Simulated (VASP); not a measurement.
Write the native input for VASP 6.6.1 that does the following.

| Quantity | Value |
| --- | --- |
| Task | electric field gradients |
| Functional | r2SCAN |
| Potentials or basis | VASP PAW PBE potentials, release 64 (Al, P) |
| Cutoff | 440 eV |
| k mesh | 9 × 9 × 9 |
| Occupations | fermi-dirac, width 0.02 eV |
| Spin | no spin polarisation |
| Dipole correction | no |
| Further INCAR settings | ALGO = Normal; EDIFF = 1e-08; NBANDS = 11 |

The system is AlP.

```
Al P
1.0
     0.00000    2.72550    2.72550
     2.72550    0.00000    2.72550
     2.72550    2.72550    0.00000
Al P
1 1
Direct
  0.00000 0.00000 0.00000
  0.25000 0.25000 0.25000
```

The input as run:

POSCAR

```
AlP
1.0
    0.0000000000      2.7255000000      2.7255000000
    2.7255000000      0.0000000000      2.7255000000
    2.7255000000      2.7255000000      0.0000000000
Al P
1 1
Direct
    0.0000000000      0.0000000000      0.0000000000
    0.2500000000      0.2500000000      0.2500000000
```

INCAR.step1

```
PREC = Accurate
ENCUT = 440
ISMEAR = -1
SIGMA = 0.02
LREAL = F
LASPH = T
NELM = 120
NBANDS = 11
GGA = PE
ALGO = Normal
EDIFF = 1E-5
LWAVE = T
LCHARG = F
GGA_COMPAT = F
```

INCAR.step2

```
PREC = Accurate
ENCUT = 440
EDIFF = 1E-8
ISMEAR = -1
SIGMA = 0.02
LREAL = F
LASPH = T
NELM = 120
ALGO = Normal
ISIF = 2
LWAVE = F
LCHARG = F
METAGGA = R2SCAN
LMIXTAU = T
LEFG = T
NBANDS = 11
ISTART = 1
GGA_COMPAT = F
```

KPOINTS

```
regular mesh
0
Gamma
  9 9 9
```

Potentials or basis: VASP PAW PBE potentials, release 64 (Al, P).

Launch:

```bash
$ cat potpaw_PBE.64/Al/POTCAR potpaw_PBE.64/P/POTCAR > POTCAR
$ cp INCAR.step1 INCAR
$ mpirun -np 1 vasp_std > vasp.out
$ cp INCAR.step2 INCAR
$ mpirun -np 1 vasp_std > vasp.out
```

It gave:

| Quantity | Value |
| --- | --- |
| Pressure | 1.1 GPa |
| Band gap on the k mesh | 1.98 eV, indirect (least direct gap 4.05 eV) |

Caveat: without QUAD_EFG the Cq values of the log hold for a quadrupole moment of 1 mb, not for the nuclei; the PAW data sets were made with another functional, which shifts forces and pressure a little.

Run time: 2.4 min on 1 thread of Intel Xeon 8259CL, on a shared host, peak memory 0.16 GiB.
